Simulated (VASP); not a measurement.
# Be27S in VASP: notebook

Runs on Be27S. Level: PBE. Tasks: single point.

Everything below comes from runs of VASP 6.6.1. Logs are shortened: lines on timing, memory, paths and dates and some standing lists are left out, and cuts for length are marked.

### 1 The cell of the first run

The cell holds a slab with vacuum, 28 atoms: a = 6.870 Å, b = 6.870 Å, c = 14.588 Å, α = 90.00°, β = 90.00°, γ = 60.00°.

### 2 Single point, PBE

The input, INCAR:

```
SYSTEM = Be27S
  ALGO = Normal
  EDIFF = 1E-6
  ENCUT = 520
  GGA = PE
  ISIF = 2
  ISMEAR = -1
  LASPH = .True.
  LCHARG = .False.
  LREAL = Auto
  LWAVE = .False.
  NBANDS = 50
  NELM = 60
  PREC = Accurate
  SIGMA = 0.1
```

The input, KPOINTS:

```
k-points
0
Gamma
  4 4 1
  0 0 0
```

The input, POSCAR:

```
Be27S
1.0
    6.8700000000      0.0000000000      0.0000000000
    3.4350000000      5.9495950000      0.0000000000
    0.0000000000      0.0000000000     14.5884300000
Be S
27 1
Direct
    0.0000000000      0.0000000000      0.0685474722
    0.3333333333      0.0000000000      0.0685474722
    0.6666666667      0.0000000000      0.0685474722
    0.0000000280      0.3333332773      0.0685474722
    0.3333333613      0.3333332773      0.0685474722
    0.6666666947      0.3333332773      0.0685474722
   -0.0000000280      0.6666667227      0.0685474722
    0.3333333053      0.6666667227      0.0685474722
    0.6666666387      0.6666667227      0.0685474722
   -0.1072168912      0.2237624578      0.1964729584
    0.2157888696      0.2251247354      0.1899430576
    0.5540752982      0.2230229116      0.1953114900
   -0.1063933515      0.5499727292      0.1964194913
    0.2325392958      0.5534314521      0.1956742432
    0.5603040477      0.5529776397      0.1887455333
   -0.1110933562      0.8885552714      0.1911507270
    0.2331080848      0.8806187648      0.1957667138
    0.5534186218      0.8905907041      0.1953342478
    0.0077295091     -0.0099874025      0.3163589913
    0.3277899554      0.0095371198      0.3170467967
    0.6702484508     -0.0017597836      0.3158339177
   -0.0053496518      0.3360544709      0.3241773789
    0.3279471240      0.3292425787      0.3169521326
    0.6715107225      0.3123078125      0.3171758716
    0.0079308374      0.6689645262      0.3163971723
    0.3409748491      0.6627990645      0.3281190642
    0.6715290724      0.6828315205      0.3166270805
    0.6369620224      0.5160584880      0.4225377919
```

Potentials or basis: VASP PAW PBE potentials, release 64 (Be, S).

On the command line:

```bash
$ cat potpaw_PBE.64/Be/POTCAR potpaw_PBE.64/S/POTCAR > POTCAR
$ mpirun -np 1 vasp_std > vasp.out
```

OUTCAR:

```text
SYSTEM = Be27S
   EDIFF = 1E-6
   ENCUT = 520
   GGA = PE
   ISIF = 2
   ISMEAR = -1
   LASPH = .True.
   LREAL = Auto
   NELM = 60
   PREC = Accurate

 ion  position               nearest neighbor table
   1  0.000  0.000  0.069-  16 2.23   6 2.29   7 2.29   8 2.29   4 2.29   3 2.29   2 2.29  10 2.29
                            17 2.32
   2  0.333  0.000  0.069-  11 2.22  18 2.27  17 2.27   8 2.29   4 2.29   5 2.29   9 2.29   1 2.29
                             3 2.29
   3  0.667  0.000  0.069-  16 2.22  18 2.28  12 2.28   7 2.29   6 2.29   9 2.29   5 2.29   1 2.29
                             2 2.29
   4  0.000  0.333  0.069-  11 2.19  13 2.27  10 2.27   2 2.29   1 2.29   5 2.29   6 2.29   9 2.29
                             7 2.29
   5  0.333  0.333  0.069-  11 2.22  12 2.27  14 2.27   2 2.29   3 2.29   4 2.29   6 2.29   7 2.29
                             8 2.29
   6  0.667  0.333  0.069-  15 2.19  12 2.28   3 2.29   1 2.29   4 2.29   5 2.29   8 2.29   9 2.29
                            10 2.30
   7  1.000  0.667  0.069-  16 2.22  13 2.29   3 2.29   1 2.29   9 2.29   8 2.29   5 2.29   4 2.29
                            14 2.31
   8  0.333  0.667  0.069-  15 2.21  14 2.25  17 2.25   2 2.29   1 2.29   7 2.29   9 2.29   6 2.29
                             5 2.29
   9  0.667  0.667  0.069-  15 2.19  18 2.28   3 2.29   2 2.29   7 2.29   8 2.29   4 2.29   6 2.29
[... 22 lines left out ...]
                            26 2.34
  21  0.670  0.998  0.316-  24 2.16  27 2.16  18 2.21  12 2.21  16 2.24  19 2.29  25 2.29  23 2.31
                            20 2.31
  22  0.995  0.336  0.324-  13 2.26  10 2.26  20 2.27  23 2.27  27 2.31  24 2.31  19 2.34  25 2.34
                            11 2.36  28 2.57
  23  0.328  0.329  0.317-  20 2.20  14 2.22  12 2.23  11 2.26  22 2.27  25 2.27  24 2.30  21 2.31
                            26 2.34
  24  0.672  0.312  0.317-  28 2.01  21 2.16  12 2.16  10 2.20  19 2.26  23 2.30  22 2.31  26 2.35
                            15 2.36
  25  0.008  0.669  0.316-  19 2.20  14 2.21  13 2.23  16 2.25  27 2.26  23 2.27  26 2.27  21 2.29
                            22 2.34
  26  0.341  0.663  0.328-  28 2.24  25 2.27  19 2.28  17 2.33  14 2.33  23 2.34  20 2.34  24 2.35
                            27 2.35
  27  0.672  0.683  0.317-  28 2.01  18 2.16  21 2.16  13 2.20  25 2.26  20 2.31  22 2.31  26 2.35
                            15 2.35
  28  0.637  0.516  0.423-  27 2.01  24 2.01  26 2.24  22 2.57

  LATTYP: Found a hexagonal cell.
 ALAT       =     6.8700004122
 C/A-ratio  =     2.1234976892

  Lattice vectors:

 A1 = (  -3.4350000000,  -5.9495950000,   0.0000000000)
 A2 = (   6.8700000000,   0.0000000000,   0.0000000000)
 A3 = (   0.0000000000,   0.0000000000,  14.5884300000)

Analysis of symmetry for initial positions (statically):
=====================================================================
 Subroutine PRICEL returns:
 Original cell was already a primitive cell.

 Routine SETGRP: Setting up the symmetry group for a
 hexagonal supercell.

 Subroutine GETGRP returns: Found  1 space group operations
 (whereof  1 operations were pure point group operations)
 out of a pool of 24 trial point group operations.

The static configuration has the point symmetry C_1 .

Analysis of symmetry for dynamics (positions and initial velocities):
=====================================================================
 Subroutine PRICEL returns:
 Original cell was already a primitive cell.

 Routine SETGRP: Setting up the symmetry group for a
 hexagonal supercell.

 Subroutine GETGRP returns: Found  1 space group operations
 (whereof  1 operations were pure point group operations)
 out of a pool of 24 trial point group operations.

The dynamic configuration has the point symmetry C_1 .

 Subroutine INISYM returns: Found  1 space group operations
 (whereof  1 operations are pure point group operations),
 and found     1 'primitive' translations

----------------------------------------------------------------------------------------

[... 41 lines left out ...]
   TEBEG  =    0.0;   TEEND  =   0.0 temperature during run
   PSTRESS=    0.0 pullay stress
   NELECT =      60.0000    total number of electrons
   NUPDOWN=      -1.0000    fix difference up-down
   EMIN   =  10.00;   EMAX   =-10.00  energy-range for DOS
   EFERMI =   0.00;   METHOD = LEGACY
   ISMEAR =    -1;   SIGMA  =   0.10  broadening in eV -4-tet -1-fermi 0-gaus
   EFERMI_NEDOS =   21; number of points for ismear=-14 and -15
   IALGO  =     38    algorithm
   IMIX   =      4    mixing-type and parameters
     AMIX     =   0.40;   BMIX     =  1.00
     AMIX_MAG =   1.60;   BMIX_MAG =  1.00
  volume/ion in A,a.u.               =      21.30       143.71
  Fermi-wavevector in a.u.,A,eV,Ry     =   0.761449  1.438931  7.888727  0.579805
  Thomas-Fermi vector in A             =   1.860692
   LORBIT       =      0    0 simple, 1 ext, 2 COOP (PROOUT), +10 PAW based schemes
   GGA     = PE    functional components
   LHFCALC =     F    Hartree Fock is set to
   AEXX    =    0.0000 exact exchange contribution
   IVDW    =     0    specifies the selected vdW correction
   LEPSILON=     F    determine dielectric tensor
   LRPA    =     F    only Hartree local field effects (RPA)
 non-spin polarized calculation
  energy-cutoff  :      520.00
  volume of cell :      596.28
 maximum number of plane-waves:     16072
 NGX is ok and might be reduce to    54
   NGX = 25   NGY = 25   NGZ = 55

 number of electron      60.0000000 magnetization

 Free energy of the ion-electron system (eV)
  ---------------------------------------------------
  ext. energy  EPLUGINS =         0.00000000
  ---------------------------------------------------
  free energy    TOTEN  =       -98.42481709 eV

  energy without entropy =      -98.17711131  energy(sigma->0) =      -98.30096420

 E-fermi :  -0.5303     XC(G=0):  -5.4964

 val. band max:       -0.5559867427   @ k =   0.2500   0.2500   0.0000
 cond. band min:      -0.4449988172   @ k =   0.2500  -0.0000   0.0000
 fundamental gap:      0.1109879255
 Fermi energy:        -0.5303131130

 k-point     1 :       0.0000    0.0000    0.0000
  band No.  band energies     occupation
      1     -14.0063      2.00000
      2     -10.1159      2.00000
      3      -7.8983      2.00000
      4      -7.1472      2.00000
      5      -7.1019      2.00000
      6      -7.0531      2.00000
[... 439 lines left out ...]
     41       3.3687      0.00000
     42       3.6140      0.00000
 [bands above 42 left out]

------------------------ aborting loop because EDIFF is reached ----------------------------------------

  FORCE on cell =-STRESS in cart. coord.  units (eV):
  Direction    XX          YY          ZZ          XY          YZ          ZX
  --------------------------------------------------------------------------------------
  -------------------------------------------------------------------------------------
  Total      -18.1456001    -14.8259321      0.1751451      2.8743949      0.6738506     -1.2724472
  in kB      -48.7561294    -39.8363823      0.4706042      7.7233252      1.8105957     -3.4189887
  external PRESSURE =     -29.3739692 kB  Pullay stress =       0.0000000 kB

 VOLUME and BASIS-vectors are now :
 -----------------------------------------------------------------------------
  energy-cutoff  :      520.00
  volume of cell :      596.28
      direct lattice vectors                 reciprocal lattice vectors
     6.870000000  0.000000000  0.000000000     0.145560408 -0.084039334  0.000000000
     3.435000000  5.949595000  0.000000000     0.000000000  0.168078668  0.000000000
     0.000000000  0.000000000 14.588430000     0.000000000  0.000000000  0.068547472

 POSITION                                       TOTAL-FORCE (eV/Angst)
 -----------------------------------------------------------------------------------
      0.00000      0.00000      1.00000         0.168055      0.139957     -0.028680
      2.29000      0.00000      1.00000        -0.010230     -0.259193     -0.070511
      4.58000      0.00000      1.00000        -0.033581      0.018476     -0.066530
      1.14500      1.98320      1.00000        -0.171655      0.097270      0.162489
      3.43500      1.98320      1.00000         0.216657      0.136559     -0.068725
      5.72500      1.98320      1.00000        -0.101949     -0.295995     -0.022701
[... 20 lines left out ...]
      6.95893      4.06257      4.61909         0.012170      0.022795     -0.020403
      6.14859      3.07034      6.16416        -0.303536      0.141231     -0.006883
 -----------------------------------------------------------------------------------
    total drift:                               -0.000531     -0.000288      0.001567

  FREE ENERGIE OF THE ION-ELECTRON SYSTEM (eV)
  ---------------------------------------------------
  free  energy   TOTEN  =       -98.4248170899 eV

  energy  without entropy=      -98.1771113056  energy(sigma->0) =      -98.30096420
```

Wall time 6.6 min (1 thread of Intel Xeon 6975P-C (Granite Rapids), shared host); peak memory 0.71 GiB.

What came out:

```yaml
Free_energy: -98.4248 eV
Largest_force: 0.335 eV/Å
Band_gap_on_the_k_mesh: zero (bands 30 and 31 overlap by 0.39 eV)
```

Forces in eV/Å, atoms in the order of the input:
```
Be   0.168  0.140 -0.029
Be  -0.010 -0.259 -0.071
Be  -0.034  0.018 -0.067
Be  -0.172  0.097  0.162
Be   0.217  0.137 -0.069
Be  -0.102 -0.296 -0.023
Be  -0.039 -0.212 -0.033
Be  -0.056  0.032  0.103
Be   0.208  0.241 -0.027
Be   0.025  0.002 -0.002
Be  -0.005  0.003 -0.030
Be   0.002 -0.018  0.006
Be   0.012 -0.020 -0.003
Be   0.032  0.003  0.024
Be   0.006 -0.003 -0.026
Be  -0.009  0.006  0.003
Be   0.012 -0.027  0.023
Be   0.015  0.006  0.004
Be   0.007 -0.005  0.012
Be   0.007  0.011  0.004
Be   0.017 -0.002  0.008
Be  -0.019  0.009 -0.015
Be  -0.008 -0.008  0.005
Be  -0.008 -0.003 -0.008
Be   0.006 -0.003  0.011
Be   0.020 -0.010  0.063
Be   0.012  0.023 -0.020
S   -0.304  0.141 -0.007
```

### 3 Single point, PBE

The input, INCAR:

```
  PREC = Accurate
  ENCUT = 520
  EDIFF = 1E-6
  ISMEAR = -1
  SIGMA = 0.1
  LREAL = Auto
  LASPH = T
  NELM = 80
  ALGO = Normal
  ISIF = 2
  LWAVE = F
  LCHARG = F
  GGA = PE
  NBANDS = 50
```

The input, KPOINTS:

```
regular mesh
0
Gamma
  4 4 1
```

The input, POSCAR:

```
Be27S
1.0
    6.8700000000      0.0000000000      0.0000000000
    3.4350000000      5.9495950000      0.0000000000
    0.0000000000      0.0000000000     14.5884300000
Be S
27 1
Direct
    0.0000000000      0.0000000000      0.0685474722
    0.3333333333      0.0000000000      0.0685474722
    0.6666666667      0.0000000000      0.0685474722
    0.0000000280      0.3333332773      0.0685474722
    0.3333333613      0.3333332773      0.0685474722
    0.6666666947      0.3333332773      0.0685474722
    0.0000000560      0.6666665546      0.0685474722
    0.3333333053      0.6666667227      0.0685474722
    0.6666666387      0.6666667227      0.0685474722
   -0.1077576076      0.2244398148      0.1967907444
    0.2193511020      0.2233091496      0.1886609457
    0.5542018485      0.2238792725      0.1959869568
   -0.1069477360      0.5497633032      0.1967467370
    0.2315548563      0.5527895596      0.1965461671
    0.5594902708      0.5534744802      0.1879464068
   -0.1107558299      0.8883742507      0.1909004602
    0.2319727576      0.8823010642      0.1966164282
    0.5535815948      0.8894822253      0.1960045049
    0.0047761928     -0.0070761119      0.3164158172
    0.3291199064      0.0092518903      0.3168833110
    0.6718901702     -0.0025759737      0.3159135699
    0.0044808681      0.3310682492      0.3200175070
    0.3291425422      0.3281288894      0.3167551272
    0.6737242413      0.3154903821      0.3194190190
    0.0049264904      0.6688957820      0.3164459095
    0.3335951396      0.6663966203      0.3269253100
    0.6739069627      0.6773261037      0.3188675546
    0.5939836269      0.5373221202      0.4238630202
```

Potentials or basis: VASP PAW PBE potentials, release 64 (Be, S).

On the command line:

```bash
$ cat potpaw_PBE.64/Be/POTCAR potpaw_PBE.64/S/POTCAR > POTCAR
$ mpirun -np 1 vasp_std > vasp.out
```

Wall time 6.1 min (1 thread of Intel Xeon 6975P-C (Granite Rapids), shared host); peak memory 0.71 GiB.

The run converged. Its results:

```
Free energy            : -98.5102 eV
Largest force          : 0.339 eV/Å
Band gap on the k mesh : zero (bands 30 and 31 overlap by 0.20 eV)
```

Forces on the atoms (eV/Å):
```
Be   0.181  0.106 -0.040
Be   0.003 -0.338 -0.019
Be  -0.090  0.051 -0.064
Be  -0.265  0.152  0.106
Be   0.292  0.164 -0.019
Be  -0.041 -0.311 -0.027
Be  -0.002 -0.208 -0.045
Be  -0.140  0.079  0.070
Be   0.253  0.193 -0.032
Be   0.012  0.009  0.002
Be   0.001  0.000 -0.018
Be   0.006 -0.012  0.010
Be  -0.002 -0.013  0.001
Be   0.008  0.006  0.009
Be  -0.012  0.005 -0.008
Be  -0.010  0.008 -0.002
Be   0.000 -0.009  0.006
Be   0.013 -0.002  0.007
Be  -0.006  0.013  0.008
Be   0.008 -0.002  0.003
Be   0.011 -0.001  0.010
Be   0.034 -0.021 -0.043
Be   0.006 -0.005  0.004
Be   0.011  0.030  0.026
Be  -0.014 -0.001  0.007
Be  -0.033  0.020 -0.004
Be  -0.015 -0.020  0.030
S   -0.211  0.106  0.022
```

Levels at points of the mesh, in eV from the Fermi level:
```csv
k point,band 28,band 29,band 30,band 31,band 32,band 33
"(0.00, 0.00, 0.00)",-0.21,-0.19,0.12,0.54,0.75,0.92
"(0.50, 0.00, 0.00)",-0.57,-0.32,-0.14,-0.08,0.19,0.78
"(0.50, 0.50, 0.00)",-0.58,-0.30,-0.19,-0.03,0.20,0.82
"(0.00, 0.50, 0.00)",-0.58,-0.30,-0.19,-0.03,0.20,0.81
```

### 4 Single point, PBE

The input, INCAR:

```
SYSTEM = Be27S
PREC     = Accurate       ! precision mode
ENCUT    = 520            ! plane-wave cutoff, eV
EDIFF    = 1E-7           ! SCF threshold, eV
ISMEAR   = -1             ! smearing method
SIGMA    = 0.1            ! smearing width, eV
LREAL    = Auto         
LASPH    = .TRUE.         ! aspherical terms in the spheres
NELM     = 60             ! most SCF steps
ALGO     = Normal         ! electronic algorithm
ISIF     = 2              ! what is computed and relaxed
LWAVE    = .FALSE.        ! write WAVECAR
LCHARG   = .FALSE.        ! write CHGCAR
GGA      = PE             ! functional
NBANDS   = 50             ! bands
```

The input, KPOINTS:

```
regular mesh
0
G
  4 4 1
  0 0 0
```

The input, POSCAR:

```
Be27S
1.0
    6.8700000000      0.0000000000      0.0000000000
    3.4350000000      5.9495950000      0.0000000000
    0.0000000000      0.0000000000     14.5884300000
Be S
27 1
Direct
    0.0000000000      0.0000000000      0.0685474722
    0.3333333333      0.0000000000      0.0685474722
    0.6666666667      0.0000000000      0.0685474722
    0.0000000280      0.3333332773      0.0685474722
    0.3333333613      0.3333332773      0.0685474722
    0.6666666947      0.3333332773      0.0685474722
   -0.0000000280      0.6666667227      0.0685474722
    0.3333333053      0.6666667227      0.0685474722
    0.6666666387      0.6666667227      0.0685474722
   -0.1105784358      0.2239152413      0.1955392047
    0.2152216995      0.2255472852      0.1943730066
    0.5573708586      0.2236737122      0.1951694596
   -0.1097567711      0.5533781711      0.1952997684
    0.2257212341      0.5552503994      0.1918595078
    0.5558237547      0.5550954309      0.1929758720
   -0.1110045756      0.8882979430      0.1914364328
    0.2265068612      0.8853947201      0.1919437527
    0.5566430878      0.8868052363      0.1952383498
    0.0063112736     -0.0098781514      0.3159776617
    0.3318922587      0.0030381900      0.3169184073
    0.6667179583      0.0001556408      0.3166224193
    0.0023176129      0.3318951962      0.3256527262
    0.3320994500      0.3317024100      0.3168730288
    0.6658683980      0.3234317630      0.3213399249
    0.0064738284      0.6702197376      0.3161303855
    0.3257716617      0.6703259634      0.3180476583
    0.6653108626      0.6777861350      0.3205288712
    0.7512266148      0.4597359988      0.4272229431
```

On the command line:

```bash
$ cat potpaw_PBE.64/Be/POTCAR potpaw_PBE.64/S/POTCAR > POTCAR
$ mpirun -np 1 vasp_std > vasp.out
```

Wall time 6.5 min (1 thread of Intel Xeon 6975P-C (Granite Rapids), shared host); peak memory 0.71 GiB.

The run converged. Its results:

| Item | Value |
| --- | --- |
| Free energy | -98.3108 eV |
| Largest force | 0.297 eV/Å |
| Band gap on the k mesh | zero (bands 30 and 31 overlap by 0.62 eV) |

Forces in eV/Å, atoms in the order of the input:
```
Be   0.029  0.296  0.003
Be  -0.032 -0.057 -0.099
Be   0.047 -0.030 -0.095
Be   0.122 -0.077  0.101
Be   0.030  0.054 -0.096
Be  -0.176 -0.180  0.043
Be  -0.238 -0.169  0.005
Be   0.198 -0.113  0.065
Be   0.063  0.253  0.035
Be   0.002 -0.001 -0.010
Be  -0.009  0.001  0.012
Be   0.004 -0.011 -0.003
Be   0.002 -0.001 -0.007
Be  -0.001  0.005 -0.005
Be  -0.007  0.004  0.015
Be  -0.005  0.006  0.001
Be  -0.007  0.001 -0.005
Be   0.009  0.000 -0.008
Be  -0.002 -0.002  0.011
Be   0.001 -0.003  0.006
Be   0.000  0.003  0.007
Be  -0.032  0.022  0.027
Be   0.005  0.001  0.007
Be  -0.011  0.036  0.004
Be  -0.002  0.002  0.009
Be   0.003  0.001 -0.004
Be  -0.030  0.006  0.004
S    0.037 -0.046 -0.020
```

Levels at points of the mesh, in eV from the Fermi level:
```tsv
k point	band 27	band 28	band 29	band 30	band 31	band 32	band 33	band 34
(0.00, 0.00, 0.00)	-0.37	-0.34	-0.23	0.58	0.61	0.81	0.84	0.85
(0.50, 0.00, 0.00)	-0.86	-0.53	-0.36	-0.17	-0.04	0.24	0.70	1.62
(0.50, 0.50, 0.00)	-0.83	-0.56	-0.30	-0.17	-0.04	0.22	0.68	1.67
(0.00, 0.50, 0.00)	-0.83	-0.56	-0.29	-0.17	-0.04	0.21	0.69	1.67
```

### 5 Overview

| cell | gap on the mesh (eV) | largest force (eV/Å) |
| --- | --- | --- |
| as given, atomic positions A | none | 0.33 |
| as given, atomic positions B | none | 0.34 |
| as given, atomic positions C | none | 0.30 |

Alike in all rows: task single point; level PBE; potentials or basis VASP PAW PBE potentials, release 64 (Be, S); no spin polarisation; k mesh 4 × 4 × 1; cutoff (eV) 520; smearing fermi-dirac 0.1 eV.

Absolute energies hang on the potentials; compare differences alone.
